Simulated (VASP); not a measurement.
# Ti in VASP: further runs, part 2 of 2

VASP 6.6.1. The steps go on from the part before.

## (3) Single point, PBEsol (strain -0.030 along x and y, +0.000 along z)

File INCAR:

```
PREC = Accurate ; ENCUT = 520
EDIFF = 1E-6 ; ISMEAR = 0
SIGMA = 0.15 ; LREAL = F
LASPH = T ; NELM = 60
ALGO = Normal ; ISIF = 2
LWAVE = F ; LCHARG = F
GGA = PS ; NBANDS = 12
```

File KPOINTS:

```
Automatic mesh
0
Gamma
  10 10 10
```

File POSCAR:

```
Ti
1.0
    0.0000000000      1.9691000000      2.0300000000
    1.9691000000      0.0000000000      2.0300000000
    1.9691000000      1.9691000000      0.0000000000
Ti
1
Direct
    0.0000000000      0.0000000000      0.0000000000
```

Potentials or basis: VASP PAW PBE potentials, release 64 (Ti_sv).

The run is started by

```console
$ cat potpaw_PBE.64/Ti_sv/POTCAR > POTCAR
$ mpirun -np 1 vasp_std > vasp.out
```

OUTCAR:

```text
PREC = Accurate
   ENCUT = 520
   EDIFF = 1E-6
   ISMEAR = 0
   LREAL = F
   LASPH = T
   NELM = 60
   ISIF = 2
   GGA = PS

 ion  position               nearest neighbor table
   1  0.000  0.000  0.000-

  LATTYP: Found a body centered tetragonal cell.
 ALAT       =     2.7847279257
 C/A-ratio  =     1.4579521262

  Lattice vectors:

 A1 = (  -1.9691000000,   0.0000000000,   2.0300000000)
 A2 = (   1.9691000000,   0.0000000000,   2.0300000000)
 A3 = (   0.0000000000,   1.9691000000,  -2.0300000000)

Analysis of symmetry for initial positions (statically):
=====================================================================
 Subroutine PRICEL returns:
 Original cell was already a primitive cell.

 Routine SETGRP: Setting up the symmetry group for a
 body centered tetragonal supercell.

 Subroutine GETGRP returns: Found 16 space group operations
 (whereof 16 operations were pure point group operations)
 out of a pool of 16 trial point group operations.

The static configuration has the point symmetry D_4h.

Analysis of symmetry for dynamics (positions and initial velocities):
=====================================================================
 Subroutine PRICEL returns:
 Original cell was already a primitive cell.

 Routine SETGRP: Setting up the symmetry group for a
 body centered tetragonal supercell.

 Subroutine GETGRP returns: Found 16 space group operations
 (whereof 16 operations were pure point group operations)
 out of a pool of 16 trial point group operations.

The dynamic configuration has the point symmetry D_4h.

 Subroutine INISYM returns: Found 16 space group operations
 (whereof 16 operations are pure point group operations),
 and found     1 'primitive' translations

----------------------------------------------------------------------------------------

                                     Primitive cell

  volume of cell :      15.7421

  direct lattice vectors                    reciprocal lattice vectors
     0.000000000  1.969100000  2.030000000    -0.253923112  0.253923112  0.246305419
     1.969100000  0.000000000  2.030000000     0.253923112 -0.253923112  0.246305419
     1.969100000  1.969100000  0.000000000     0.253923112  0.253923112 -0.246305419

  length of vectors
     2.828118599  2.828118599  2.784727926     0.435454077  0.435454077  0.435454077

  position of ions in fractional coordinates (direct lattice)
     0.000000000  0.000000000  0.000000000

  ion indices of the primitive-cell ions
   primitive index   ion index
                 1           1

----------------------------------------------------------------------------------------

 KPOINTS: Automatic mesh

Automatic generation of k-mesh.
 Grid dimensions read from file:
 generate k-points for:   10   10   10

 Generating k-lattice:

  Cartesian coordinates                     Fractional coordinates (reciprocal lattice)
    -0.025392311  0.025392311  0.024630542     0.100000000  0.000000000  0.000000000
     0.025392311 -0.025392311  0.024630542     0.000000000  0.100000000  0.000000000
     0.025392311  0.025392311 -0.024630542     0.000000000  0.000000000  0.100000000

  Length of vectors
     0.043545408  0.043545408  0.043545408

  Shift w.r.t. Gamma in fractional coordinates (k-lattice)
     0.000000000  0.000000000  0.000000000

 Subroutine IBZKPT returns following result:
 ===========================================

 Found    102 irreducible k-points:

 Following reciprocal coordinates:
            Coordinates               Weight
  0.000000  0.000000  0.000000      1.000000
  0.100000  0.000000  0.000000      8.000000
  0.200000  0.000000  0.000000      8.000000
  0.300000  0.000000  0.000000      8.000000
  0.400000  0.000000  0.000000      8.000000
  0.500000  0.000000  0.000000      4.000000
[... 16 lines left out ...]
  0.300000  0.300000  0.000000      2.000000
  0.400000  0.300000  0.000000      8.000000
 [... further k-points ...]
   k-points           NKPTS =    102   k-points in BZ     NKDIM =    102   number of bands    NBANDS=     12
   number of dos      NEDOS =    301   number of ions     NIONS =      1
   total plane-waves  NPLWV =  13824
   dimension x,y,z NGX =    24 NGY =   24 NGZ =   24
   dimension x,y,z NGXF=    48 NGYF=   48 NGZF=   48
   ions per type =               1
   NGX,Y,Z   is equivalent  to a cutoff of  14.11, 14.11, 14.33 a.u.
   NGXF,Y,Z  is equivalent  to a cutoff of  28.22, 28.22, 28.66 a.u.
 SYSTEM =  unknown system
   PREC   = accura    normal or accurate (medium, high low for compatibility)
   ISTART =      0    job   : 0-new  1-cont  2-samecut
   ICHARG =      2    charge: 1-file 2-atom 10-const
   ISPIN  =      1    spin polarized calculation?
   LNONCOLLINEAR =      F non collinear calculations
   LSORBIT =      F    spin-orbit coupling
   LASPH  =      T    aspherical Exc in radial PAW
   ENCUT  =  520.0 eV  38.22 Ry    6.18 a.u.   5.26  5.26  5.18*2*pi/ulx,y,z
   NELM   =     60;   NELMIN=  2; NELMDL= -5     # of ELM steps
   EDIFF  = 0.1E-05   stopping-criterion for ELM
   LREAL  =      F    real-space projection
   EDIFFG = 0.1E-04   stopping-criterion for IOM
   NSW    =      0    number of steps for IOM
   IBRION =     -1    ionic relax: 0-MD 1-quasi-New 2-CG
   NFREE  =      0    steps in history (QN), initial steepest desc. (CG)
   ISIF   =      2    stress and relaxation
   ISYM   =      2    0-nonsym 1-usesym 2-fastsym
   POTIM  = 0.5000    time-step for ionic-motion
   TEBEG  =    0.0;   TEEND  =   0.0 temperature during run
   PSTRESS=    0.0 pullay stress
   NELECT =      12.0000    total number of electrons
   NUPDOWN=      -1.0000    fix difference up-down
   EMIN   =  10.00;   EMAX   =-10.00  energy-range for DOS
   EFERMI =   0.00;   METHOD = LEGACY
   ISMEAR =     0;   SIGMA  =   0.15  broadening in eV -4-tet -1-fermi 0-gaus
   EFERMI_NEDOS =   21; number of points for ismear=-14 and -15
   IALGO  =     38    algorithm
   IMIX   =      4    mixing-type and parameters
     AMIX     =   0.40;   BMIX     =  1.00
     AMIX_MAG =   1.60;   BMIX_MAG =  1.00
  volume/ion in A,a.u.               =      15.74       106.23
  Fermi-wavevector in a.u.,A,eV,Ry     =   1.495483  2.826052 30.429000  2.236468
  Thomas-Fermi vector in A             =   2.607622
   LORBIT       =      0    0 simple, 1 ext, 2 COOP (PROOUT), +10 PAW based schemes
   GGA     = PS    functional components
   LHFCALC =     F    Hartree Fock is set to
   AEXX    =    0.0000 exact exchange contribution
   IVDW    =     0    specifies the selected vdW correction
   LEPSILON=     F    determine dielectric tensor
   LRPA    =     F    only Hartree local field effects (RPA)
 non-spin polarized calculation
 Gauss-broadening in eV      SIGMA  =   0.15
  energy-cutoff  :      520.00
  volume of cell :       15.74
 maximum number of plane-waves:       436
 NGX is ok and might be reduce to    24
   NGX = 11   NGY = 11   NGZ = 11

 number of electron      11.9999998 magnetization

 Free energy of the ion-electron system (eV)
  ---------------------------------------------------
  ext. energy  EPLUGINS =         0.00000000
  ---------------------------------------------------
  free energy    TOTEN  =        -8.27196730 eV

  energy without entropy =       -8.25491155  energy(sigma->0) =       -8.26343942

 E-fermi :   9.1756     XC(G=0): -12.1130

 val. band max:        9.1744096366   @ k =   0.3000   0.0000   0.0000
 cond. band min:       9.1833887092   @ k =  -0.3000   0.4000   0.1000
 fundamental gap:      0.0089790726
 Fermi energy:         9.1756414448

 k-point     1 :       0.0000    0.0000    0.0000
  band No.  band energies     occupation
      1     -47.1401      2.00000
      2     -22.9628      2.00000
      3     -22.9562      2.00000
      4     -22.9562      2.00000
      5       2.8571      2.00000
      6       9.9309      0.00000
      7      10.2065      0.00000
      8      10.2065      0.00000
      9      11.8000      0.00000
     10      12.1255      0.00000
     11      25.0060      0.00000
     12      29.3632      0.00000
[... 331 lines left out ...]
 k-point    24 :       0.4000    0.3000    0.0000
  band No.  band energies     occupation
      1     -46.9537      2.00000
      2     -23.6577      2.00000
      3     -23.2192      2.00000
      4     -23.1812      2.00000
      5       6.3760      2.00000
      6       7.7902      2.00000
      7      10.1099      0.00000
      8      12.1844      0.00000
      9      13.0259      0.00000
     10      13.1563      0.00000
     11      22.6746      0.00000
     12      23.4265      0.00000

 [... further k-points ...]
[... 5 lines left out ...]
  --------------------------------------------------------------------------------------
  -------------------------------------------------------------------------------------
  Total        0.7258195      0.7258195      0.5976873      0.0000000      0.0000000     -0.0000000
  in kB       73.8716269     73.8716269     60.8307255      0.0000000      0.0000000     -0.0000000
  external PRESSURE =      69.5246597 kB  Pullay stress =       0.0000000 kB

 VOLUME and BASIS-vectors are now :
 -----------------------------------------------------------------------------
  energy-cutoff  :      520.00
  volume of cell :       15.74
      direct lattice vectors                 reciprocal lattice vectors
     0.000000000  1.969100000  2.030000000    -0.253923112  0.253923112  0.246305419
     1.969100000  0.000000000  2.030000000     0.253923112 -0.253923112  0.246305419
     1.969100000  1.969100000  0.000000000     0.253923112  0.253923112 -0.246305419

 POSITION                                       TOTAL-FORCE (eV/Angst)
 -----------------------------------------------------------------------------------
      0.00000      0.00000      0.00000         0.000000      0.000000      0.000000
 -----------------------------------------------------------------------------------
    total drift:                               -0.000000      0.000000      0.000000

  FREE ENERGIE OF THE ION-ELECTRON SYSTEM (eV)
  ---------------------------------------------------
  free  energy   TOTEN  =        -8.2719672963 eV

  energy  without entropy=       -8.2549115475  energy(sigma->0) =       -8.26343942
```

stdout:

```text
POSCAR found type information on POSCAR Ti
 POSCAR found :  1 types and       1 ions
 scaLAPACK will be used
 -----------------------------------------------------------------------------
|                                                                             |
|                                                                             |
|     You enforced a specific xc type in the INCAR file but a different       |
|     I HOPE YOU KNOW WHAT YOU ARE DOING!                                     |
|                                                                             |
 -----------------------------------------------------------------------------

 LDA part: xc-table for (Slater+PW92), standard interpolation
 POSCAR, INCAR and KPOINTS ok, starting setup
 FFT: planning ... GRIDC
 FFT: planning ... GRID_SOFT
 FFT: planning ... GRID
 WAVECAR not read
 entering main loop
```

Run time: 6.7 s. Hardware: 1 thread of Intel Xeon 6975P-C, shared host; peak memory 0.15 GiB.

What came out:

* Free energy: -8.2720 eV
* Pressure: 7.0 GPa
* Band gap on the k mesh: zero (band 6 reaches 9.93 eV, above the bottom of band 7 at 8.89 eV)

Caveat: the cell differs from its parent crystal (strain -0.030 along x and y, +0.000 along z); the PAW data sets were made with another functional, which shifts forces and pressure a little.

## (4) Single point, PBEsol (strain -0.030 along x and y, -0.015 along z)

File INCAR:

```
ALGO     = Normal         # electronic algorithm
EDIFF    = 1E-7           # SCF threshold, eV
ENCUT    = 520            # plane-wave cutoff, eV
GGA      = PS             # functional
ISIF     = 2              # what is computed and relaxed
ISMEAR   = 0              # smearing method
LASPH    = True           # aspherical terms in the spheres
LCHARG   = True           # write CHGCAR
LELF     = True           # ELF
LREAL    = False          # projectors in reciprocal space
LVHAR    = True         
LWAVE    = False          # write WAVECAR
NBANDS   = 12             # bands
NELM     = 100            # most SCF steps
PREC     = Accurate       # precision mode
SIGMA    = 0.15           # smearing width, eV
```

File KPOINTS:

```
k-points
0
Gamma
  10 10 10
```

File POSCAR:

```
Ti
1.0
    0.0000000000      1.9691000000      1.9995500000
    1.9691000000      0.0000000000      1.9995500000
    1.9691000000      1.9691000000      0.0000000000
Ti
1
Direct
    0.0000000000      0.0000000000      0.0000000000
```

The run is started by

```console
$ cat potpaw_PBE.64/Ti_sv/POTCAR > POTCAR
$ mpirun -np 1 vasp_std > vasp.out
```

It took 8 s on 1 thread of Intel Xeon 6975P-C, shared host; peak memory 0.15 GiB.

Results (log left out):

| Property | Result |
| --- | --- |
| Free energy | -8.2611 eV |
| Pressure | 9.1 GPa |
| Band gap on the k mesh | zero (band 6 reaches 10.20 eV, above the bottom of band 7 at 9.06 eV) |

Stress tensor (GPa, compression positive):
```
9.31 0.00 0.00
0.00 9.31 0.00
0.00 0.00 8.53
```

Levels at points of the mesh, in eV from the Fermi level:
```csv
k point,band 3,band 4,band 5,band 6,band 7,band 8,band 9,band 10
"(0.00, 0.00, 0.00)",-32.09,-32.09,-6.35,0.85,0.99,0.99,2.75,2.92
"(0.50, 0.00, 0.00)",-32.22,-32.20,-2.87,0.71,0.86,0.97,4.08,4.14
"(0.50, 0.50, 0.00)",-32.41,-32.41,-3.01,-2.02,3.21,4.10,4.44,4.44
"(0.50, 0.00, 0.50)",-32.45,-32.42,-3.01,-2.06,3.52,4.09,4.40,4.50
```

Caveat: the cell differs from its parent crystal (strain -0.030 along x and y, -0.015 along z); the PAW data sets were made with another functional, which shifts forces and pressure a little.

## (5) Single point, PBEsol (strain -0.030 along x and y, +0.015 along z)

File INCAR:

```
ALGO = Fast
EDIFF = 1E-6
ENCUT = 520
GGA = PS
ISIF = 2
ISMEAR = 0
LASPH = T
LCHARG = T
LELF = T
LREAL = F
LVHAR = T
LWAVE = F
NBANDS = 12
NELM = 100
PREC = Accurate
SIGMA = 0.15
```

KPOINTS is that of step 4.

File POSCAR:

```
Ti
1.0
    0.0000000000      1.9691000000      2.0604500000
    1.9691000000      0.0000000000      2.0604500000
    1.9691000000      1.9691000000      0.0000000000
Ti
1
Direct
    0.0000000000      0.0000000000      0.0000000000
```

The run is started by

```console
$ cat potpaw_PBE.64/Ti_sv/POTCAR > POTCAR
$ mpirun -np 1 vasp_std > vasp.out
```

Run time: 14 s. Hardware: 1 thread of Intel Xeon 6975P-C, shared host; peak memory 0.15 GiB.

It converged, with:

* Free energy: -8.2794 eV
* Pressure: 4.9 GPa
* Band gap on the k mesh: zero (band 6 reaches 9.70 eV, above the bottom of band 7 at 8.65 eV)

Stress tensor (GPa, compression positive):
```
5.46 0.00 0.00
0.00 5.46 0.00
0.00 0.00 3.87
```

Levels at points of the mesh, in eV from the Fermi level:
```csv
k point,band 3,band 4,band 5,band 6,band 7,band 8,band 9,band 10
"(0.00, 0.00, 0.00)",-32.17,-32.17,-6.28,0.67,1.08,1.08,2.50,2.98
"(0.50, 0.00, 0.00)",-32.31,-32.26,-2.79,0.58,0.88,1.01,3.89,4.06
"(0.50, 0.50, 0.00)",-32.44,-32.44,-2.89,-1.88,2.68,3.98,4.28,4.28
"(0.50, 0.00, 0.50)",-32.54,-32.46,-2.88,-1.97,3.56,3.93,4.14,4.46
```

Caveat: the cell differs from its parent crystal (strain -0.030 along x and y, +0.015 along z); the PAW data sets were made with another functional, which shifts forces and pressure a little.

## (6) The runs side by side

| cell | gap on the mesh (eV) | pressure (GPa) |
| --- | --- | --- |
| a = 2.914 Å, angles 60.0°, 1 atom | none | -5.2 |
| a = 2.828, b = 2.828, c = 2.785 Å, angles 60.5, 60.5, 59.0°, 1 atom | none | 7.0 |
| a = 2.806, b = 2.806, c = 2.785 Å, angles 60.3, 60.3, 59.5°, 1 atom | none | 9.1 |
| a = 2.850, b = 2.850, c = 2.785 Å, angles 60.8, 60.8, 58.5°, 1 atom | none | 4.9 |

Alike in all rows: task single point; level PBEsol; potentials or basis VASP PAW PBE potentials, release 64 (Ti_sv); no spin polarisation; k mesh 10 × 10 × 10; cutoff (eV) 520; smearing gaussian 0.15 eV.

Caveats: the PAW data sets were made with another functional, which shifts forces and pressure a little.

Absolute energies hang on the potentials; compare differences alone.
